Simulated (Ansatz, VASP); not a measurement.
## One calculation of CdSe, two programs

```
Cd Se
1.0
     0.00000    3.03710    3.10975
     3.03710    0.00000    3.10975
     3.03710    3.03710    0.00000
Cd Se
1 1
Direct
  0.00000 0.00000 0.00000
  0.25000 0.25000 0.25000
```

Change from the starting cell: epitaxial_xy strain -1.0%.

Alike in both runs: task single point; functional PBE; k mesh 8 × 8 × 8; occupations fermi-dirac, width 0.02 eV; no spin polarisation.

```csv
,VASP,Ansatz
version,VASP 6.6.1,Ansatz 0.2.0
potentials or method,"VASP PAW PBE potentials, release 64 (Cd, Se)","plane waves, PAW"
plane-wave cutoff (eV),520,420
valence electrons in the cell,18,36
```

Ansatz gave:

```
pressure (GPa)                                                : 1.7
traceless stress, the component that is largest in VASP (GPa) : -0.26
```

Question: Which values does VASP return?

Answer: Pressure (GPa): 2.0; traceless stress, the component that is largest in VASP (GPa): -0.26.

With one functional, cell and mesh, what is left measures potentials, basis and numerics. VASP's potentials hold 18 valence electrons a cell and Ansatz's 36, so a difference there can come from the potentials and not from the codes.
